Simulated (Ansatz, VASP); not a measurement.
# In: VASP beside Ansatz

```
In
1.0
     5.31806    0.00000    0.00000
    -2.65903    4.60557    0.00000
     0.00000    0.00000    3.17546
In
3
Direct
  0.00000 0.00000 0.00000
  0.33333 0.66667 0.50000
  0.66667 0.33333 0.50000
```

Alike in both runs: functional PBEsol; k mesh 12 × 12 × 14; occupations gaussian, width 0.1 eV; no spin polarisation.

Ansatz relaxed the structure, and its values are those at the end. VASP's run is a single point on that final structure, the one shown.

|  | VASP | Ansatz |
| --- | --- | --- |
| version | VASP 6.6.1 | Ansatz 0.2.0 |
| potentials or method | VASP PAW PBE potentials, release 64 (In_d), cutoff 520 eV | scalar-relativistic, plane waves, PAW |
| valence electrons in the cell | 39 | 39 |

```csv
,VASP,Ansatz,Ansatz less VASP
gap on the k mesh at the Fermi level (eV),none,none,-
pressure (GPa),0.0,0.0,+0.02
```

VASP's potentials were made for PBE, not for PBEsol. A gap of «none» marks a metal or a gap that the smearing closes.
